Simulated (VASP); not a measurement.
# TiRh3 in VASP: notebook

The runs below take TiRh3 through single point, with LDA.

Program: VASP 6.6.1. These are calculated values, not measurements. Logs are shortened: lines on timing, memory, paths and dates and some standing lists are left out, and cuts for length are marked.

## 1. The cell of the first run

Symmetry: P4/mmm, No. 123, tetragonal system. Conventional cell: a = 3.822 Å, b = 3.822 Å, c = 3.898 Å, α = 90.00°, β = 90.00°, γ = 90.00°. Within 3.6 Å of Ti (site symmetry 4/mmm) lie 12 Rh at 2.70 to 2.73 Å. Within 3.6 Å of Rh (site symmetry mmm) lie 8 Rh at 2.70 to 2.73 Å and 4 Ti at 2.73 Å. Within 3.6 Å of Rh (site symmetry 4/mmm) lie 4 Ti at 2.70 Å and 8 Rh at 2.73 Å.

## 2. Single point, LDA (zz strain of +2 %)

Contents of INCAR:

```
PREC = Accurate
ENCUT = 520
EDIFF = 1E-6
ISMEAR = -1
SIGMA = 0.03
LREAL = False
LASPH = True
NELM = 60
ALGO = Normal
ISIF = 2
LWAVE = False
LCHARG = True
GGA = CA
LELF = True
LVHAR = True
NBANDS = 36
```

Contents of KPOINTS:

```
Automatic mesh
0
Gamma
  10 10 10
```

Contents of POSCAR:

```
TiRh3
1.0
    3.8220000000      0.0000000000      0.0000000000
    0.0000000000      3.8220000000      0.0000000000
    0.0000000000      0.0000000000      3.8984400000
Ti Rh
1 3
Direct
    0.0000000000      0.0000000000      0.0000000000
    0.0000000000      0.5000000000      0.5000000000
    0.5000000000      0.0000000000      0.5000000000
    0.5000000000      0.5000000000      0.0000000000
```

Potentials or basis: VASP PAW LDA potentials, release 64 (Ti_sv, Rh_pv).

On the command line:

```bash
cat potpaw_LDA.64/Ti_sv/POTCAR potpaw_LDA.64/Rh_pv/POTCAR > POTCAR
mpirun -np 1 vasp_std > vasp.out
```

OUTCAR:

```text
PREC = Accurate
   ENCUT = 520
   EDIFF = 1E-6
   ISMEAR = -1
   LREAL = False
   LASPH = True
   NELM = 60
   ISIF = 2
   GGA = CA

 ion  position               nearest neighbor table
   1  0.000  0.000  0.000-   4 2.70   4 2.70   4 2.70   4 2.70   3 2.73   2 2.73   3 2.73   2 2.73
                             3 2.73   2 2.73   3 2.73   2 2.73
   2  0.000  0.500  0.500-   3 2.70   3 2.70   3 2.70   3 2.70   4 2.73   1 2.73   1 2.73   1 2.73
                             4 2.73   4 2.73   4 2.73   1 2.73
   3  0.500  0.000  0.500-   2 2.70   2 2.70   2 2.70   2 2.70   4 2.73   1 2.73   4 2.73   4 2.73
                             1 2.73   4 2.73   1 2.73   1 2.73
   4  0.500  0.500  0.000-   1 2.70   1 2.70   1 2.70   1 2.70   3 2.73   2 2.73   3 2.73   3 2.73
                             3 2.73   2 2.73   2 2.73   2 2.73

  LATTYP: Found a simple tetragonal cell.
 ALAT       =     3.8220000000
 C/A-ratio  =     1.0200000000

  Lattice vectors:

 A1 = (   3.8220000000,   0.0000000000,   0.0000000000)
 A2 = (   0.0000000000,   3.8220000000,   0.0000000000)
 A3 = (   0.0000000000,   0.0000000000,   3.8984400000)

Analysis of symmetry for initial positions (statically):
=====================================================================
 Subroutine PRICEL returns:
 Original cell was already a primitive cell.

 Routine SETGRP: Setting up the symmetry group for a
 simple tetragonal supercell.

 Subroutine GETGRP returns: Found 16 space group operations
 (whereof 16 operations were pure point group operations)
 out of a pool of 16 trial point group operations.

The static configuration has the point symmetry D_4h.

Analysis of symmetry for dynamics (positions and initial velocities):
=====================================================================
 Subroutine PRICEL returns:
 Original cell was already a primitive cell.

 Routine SETGRP: Setting up the symmetry group for a
 simple tetragonal supercell.

 Subroutine GETGRP returns: Found 16 space group operations
 (whereof 16 operations were pure point group operations)
 out of a pool of 16 trial point group operations.

The dynamic configuration has the point symmetry D_4h.

 Subroutine INISYM returns: Found 16 space group operations
 (whereof 16 operations are pure point group operations),
 and found     1 'primitive' translations

----------------------------------------------------------------------------------------

                                     Primitive cell

  volume of cell :      56.9472

  direct lattice vectors                    reciprocal lattice vectors
     3.822000000  0.000000000  0.000000000     0.261643119  0.000000000  0.000000000
     0.000000000  3.822000000  0.000000000     0.000000000  0.261643119  0.000000000
     0.000000000  0.000000000  3.898440000     0.000000000  0.000000000  0.256512862

  length of vectors
     3.822000000  3.822000000  3.898440000     0.261643119  0.261643119  0.256512862

  position of ions in fractional coordinates (direct lattice)
     0.000000000  0.000000000  0.000000000
     0.000000000  0.500000000  0.500000000
     0.500000000  0.000000000  0.500000000
     0.500000000  0.500000000  0.000000000

  ion indices of the primitive-cell ions
   primitive index   ion index
                 1           1
                 2           2
                 3           3
                 4           4

----------------------------------------------------------------------------------------

 KPOINTS: Automatic mesh

Automatic generation of k-mesh.
 Grid dimensions read from file:
 generate k-points for:   10   10   10

 Generating k-lattice:

  Cartesian coordinates                     Fractional coordinates (reciprocal lattice)
     0.026164312  0.000000000  0.000000000     0.100000000  0.000000000  0.000000000
     0.000000000  0.026164312  0.000000000     0.000000000  0.100000000  0.000000000
     0.000000000  0.000000000  0.025651286     0.000000000  0.000000000  0.100000000

  Length of vectors
     0.026164312  0.026164312  0.025651286

  Shift w.r.t. Gamma in fractional coordinates (k-lattice)
     0.000000000  0.000000000  0.000000000

 Subroutine IBZKPT returns following result:
 ===========================================

 Found    126 irreducible k-points:

 Following reciprocal coordinates:
            Coordinates               Weight
  0.000000  0.000000  0.000000      1.000000
  0.100000  0.000000  0.000000      4.000000
  0.200000  0.000000  0.000000      4.000000
  0.300000  0.000000  0.000000      4.000000
  0.400000  0.000000  0.000000      4.000000
  0.500000  0.000000  0.000000      2.000000
[... 16 lines left out ...]
  0.100000  0.000000  0.100000      8.000000
  0.200000  0.000000  0.100000      8.000000
 [... further k-points ...]
   k-points           NKPTS =    126   k-points in BZ     NKDIM =    126   number of bands    NBANDS=     36
   number of dos      NEDOS =    301   number of ions     NIONS =      4
   total plane-waves  NPLWV =  23520
   dimension x,y,z NGX =    28 NGY =   28 NGZ =   30
   dimension x,y,z NGXF=    56 NGYF=   56 NGZF=   60
   ions per type =               1   3
   NGX,Y,Z   is equivalent  to a cutoff of  12.18, 12.18, 12.79 a.u.
   NGXF,Y,Z  is equivalent  to a cutoff of  24.36, 24.36, 25.59 a.u.
 SYSTEM =  unknown system
   PREC   = accura    normal or accurate (medium, high low for compatibility)
   ISTART =      0    job   : 0-new  1-cont  2-samecut
   ICHARG =      2    charge: 1-file 2-atom 10-const
   ISPIN  =      1    spin polarized calculation?
   LNONCOLLINEAR =      F non collinear calculations
   LSORBIT =      F    spin-orbit coupling
   LASPH  =      T    aspherical Exc in radial PAW
   ENCUT  =  520.0 eV  38.22 Ry    6.18 a.u.   7.11  7.11  7.25*2*pi/ulx,y,z
   NELM   =     60;   NELMIN=  2; NELMDL= -5     # of ELM steps
   EDIFF  = 0.1E-05   stopping-criterion for ELM
   LREAL  =      F    real-space projection
   EDIFFG = 0.1E-04   stopping-criterion for IOM
   NSW    =      0    number of steps for IOM
   IBRION =     -1    ionic relax: 0-MD 1-quasi-New 2-CG
   NFREE  =      0    steps in history (QN), initial steepest desc. (CG)
   ISIF   =      2    stress and relaxation
   ISYM   =      2    0-nonsym 1-usesym 2-fastsym
   POTIM  = 0.5000    time-step for ionic-motion
   TEBEG  =    0.0;   TEEND  =   0.0 temperature during run
   PSTRESS=    0.0 pullay stress
   NELECT =      57.0000    total number of electrons
   NUPDOWN=      -1.0000    fix difference up-down
   EMIN   =  10.00;   EMAX   =-10.00  energy-range for DOS
   EFERMI =   0.00;   METHOD = LEGACY
   ISMEAR =    -1;   SIGMA  =   0.03  broadening in eV -4-tet -1-fermi 0-gaus
   EFERMI_NEDOS =   21; number of points for ismear=-14 and -15
   IALGO  =     38    algorithm
   IMIX   =      4    mixing-type and parameters
     AMIX     =   0.40;   BMIX     =  1.00
     AMIX_MAG =   1.60;   BMIX_MAG =  1.00
  volume/ion in A,a.u.               =      14.24        96.07
  Fermi-wavevector in a.u.,A,eV,Ry     =   1.637605  3.094624 36.487407  2.681749
  Thomas-Fermi vector in A             =   2.728716
   LORBIT       =      0    0 simple, 1 ext, 2 COOP (PROOUT), +10 PAW based schemes
   GGA     = CA    functional components
   LHFCALC =     F    Hartree Fock is set to
   AEXX    =    0.0000 exact exchange contribution
   IVDW    =     0    specifies the selected vdW correction
   LEPSILON=     F    determine dielectric tensor
   LRPA    =     F    only Hartree local field effects (RPA)
 non-spin polarized calculation
  energy-cutoff  :      520.00
  volume of cell :       56.95
 maximum number of plane-waves:      1551
   NGX = 15   NGY = 15   NGZ = 15

 number of electron      57.0000034 magnetization

 Free energy of the ion-electron system (eV)
  ---------------------------------------------------
  ext. energy  EPLUGINS =         0.00000000
  ---------------------------------------------------
  free energy    TOTEN  =       -37.06346055 eV

  energy without entropy =      -37.05164999  energy(sigma->0) =      -37.05755527

 E-fermi :  10.6762     XC(G=0): -13.7906

 val. band max:       10.6753638629   @ k =   0.3000   0.1000   0.0000
 cond. band min:      10.6837028214   @ k =   0.4000   0.2000   0.0000
 fundamental gap:      0.0083389584
 Fermi energy:        10.6761533579

 k-point     1 :       0.0000    0.0000    0.0000
  band No.  band energies     occupation
      1     -45.6010      2.00000
      2     -35.5667      2.00000
      3     -35.5667      2.00000
      4     -35.5651      2.00000
      5     -35.3002      2.00000
      6     -35.3002      2.00000
[... 28 lines left out ...]
     35      13.9906      0.00000
     36      14.3830      0.00000

 k-point     2 :       0.1000    0.0000    0.0000
  band No.  band energies     occupation
      1     -45.6011      2.00000
      2     -35.5600      2.00000
      3     -35.5587      2.00000
      4     -35.5563      2.00000
      5     -35.3014      2.00000
      6     -35.3009      2.00000
[... 28 lines left out ...]
     35      13.9580      0.00000
     36      14.9722      0.00000

 k-point     3 :       0.2000    0.0000    0.0000
  band No.  band energies     occupation
      1     -45.6013      2.00000
      2     -35.5410      2.00000
      3     -35.5408      2.00000
      4     -35.5259      2.00000
      5     -35.3054      2.00000
      6     -35.3026      2.00000
[... 28 lines left out ...]
     35      13.8634      0.00000
     36      16.2438      0.00000
[... 742 lines left out ...]
 k-point    23 :       0.1000    0.0000    0.1000
  band No.  band energies     occupation
      1     -45.6012      2.00000
      2     -35.5617      2.00000
      3     -35.5540      2.00000
      4     -35.5379      2.00000
      5     -35.3086      2.00000
      6     -35.3036      2.00000
[... 28 lines left out ...]
     35      14.3998      0.00000
     36      14.9145      0.00000

 k-point    24 :       0.2000    0.0000    0.1000
  band No.  band energies     occupation
      1     -45.6014      2.00000
      2     -35.5497      2.00000
      3     -35.5348      2.00000
      4     -35.5044      2.00000
      5     -35.3218      2.00000
      6     -35.3070      2.00000
[... 28 lines left out ...]
     35      13.8368      0.00000
     36      15.7998      0.00000

 [... further k-points ...]
[... 5 lines left out ...]
  --------------------------------------------------------------------------------------
  -------------------------------------------------------------------------------------
  Total       -4.5144129     -4.5144129     -5.7626594      0.0000000      0.0000000      0.0000000
  in kB     -127.0105040   -127.0105040   -162.1292291      0.0000000      0.0000000      0.0000000
  external PRESSURE =    -138.7167457 kB  Pullay stress =       0.0000000 kB

 VOLUME and BASIS-vectors are now :
 -----------------------------------------------------------------------------
  energy-cutoff  :      520.00
  volume of cell :       56.95
      direct lattice vectors                 reciprocal lattice vectors
     3.822000000  0.000000000  0.000000000     0.261643119  0.000000000  0.000000000
     0.000000000  3.822000000  0.000000000     0.000000000  0.261643119  0.000000000
     0.000000000  0.000000000  3.898440000     0.000000000  0.000000000  0.256512862

 POSITION                                       TOTAL-FORCE (eV/Angst)
 -----------------------------------------------------------------------------------
      0.00000      0.00000      0.00000         0.000000      0.000000      0.000000
      0.00000      1.91100      1.94922         0.000000      0.000000      0.000000
      1.91100      0.00000      1.94922         0.000000      0.000000      0.000000
      1.91100      1.91100      0.00000         0.000000      0.000000      0.000000
 -----------------------------------------------------------------------------------
    total drift:                                0.000000      0.000000      0.000000

  FREE ENERGIE OF THE ION-ELECTRON SYSTEM (eV)
  ---------------------------------------------------
  free  energy   TOTEN  =       -37.0634605515 eV

  energy  without entropy=      -37.0516499930  energy(sigma->0) =      -37.05755527
```

It took 99 s on 1 thread of Intel Xeon 6975P-C (Granite Rapids), shared host; peak memory 0.3 GiB.

What came out:

```
Free energy : -37.0635 eV
Pressure    : -13.9 GPa
```

Stress tensor (GPa, compression positive):
```
-12.70   0.00   0.00
  0.00 -12.70   0.00
  0.00   0.00 -16.21
```

Caveat: the cell differs from its parent crystal (zz strain of +2 %).

## 3. Single point, LDA

This run uses another cell than the first one, of 13.96 Å³/atom, 0.980 times its volume.

Contents of INCAR:

```
ALGO = Normal
EDIFF = 1E-7
ENCUT = 520
GGA = CA
ISIF = 2
ISMEAR = -1
LASPH = T
LCHARG = T
LELF = T
LREAL = F
LVHAR = T
LWAVE = F
NBANDS = 36
NELM = 100
PREC = Accurate
SIGMA = 0.03
```

Contents of KPOINTS:

```
k-points
0
Gamma
  10 10 10
```

Changes to POSCAR since step 2:

```diff
@@ -4,3 +4,3 @@
     0.0000000000      3.8220000000      0.0000000000
-    0.0000000000      0.0000000000      3.8984400000
+    0.0000000000      0.0000000000      3.8220000000
 Ti Rh
```

Potentials or basis: VASP PAW LDA potentials, release 64 (Ti_sv, Rh_pv).

On the command line:

```bash
cat potpaw_LDA.64/Ti_sv/POTCAR potpaw_LDA.64/Rh_pv/POTCAR > POTCAR
mpirun -np 1 vasp_std > vasp.out
```

Wall time 92 s (1 thread of Intel Xeon Platinum 8259CL at 2.50GHz (Skylake/Cascade Lake), shared host); peak memory 0.2 GiB.

Results (log left out):

| Item | Value |
| --- | --- |
| Free energy | -37.1533 eV |
| Pressure | -9.6 GPa |

Levels at points of the mesh, in eV from the Fermi level:
```tsv
k point	band 25	band 26	band 27	band 28	band 29	band 30	band 31	band 32	band 33	band 34
(0.00, 0.00, 0.00)	-0.18	0.85	1.32	1.32	1.32	2.68	2.68	3.34	3.34	3.34
(0.50, 0.00, 0.00)	-1.22	-1.08	-1.08	-0.89	0.12	1.07	1.07	1.33	1.72	2.01
(0.50, 0.50, 0.00)	-1.59	-1.49	-1.49	-1.12	-0.75	-0.72	1.46	1.46	1.58	3.38
(0.50, 0.50, 0.50)	-1.54	0.90	0.90	0.90	1.04	1.14	1.14	1.14	2.55	2.55
```
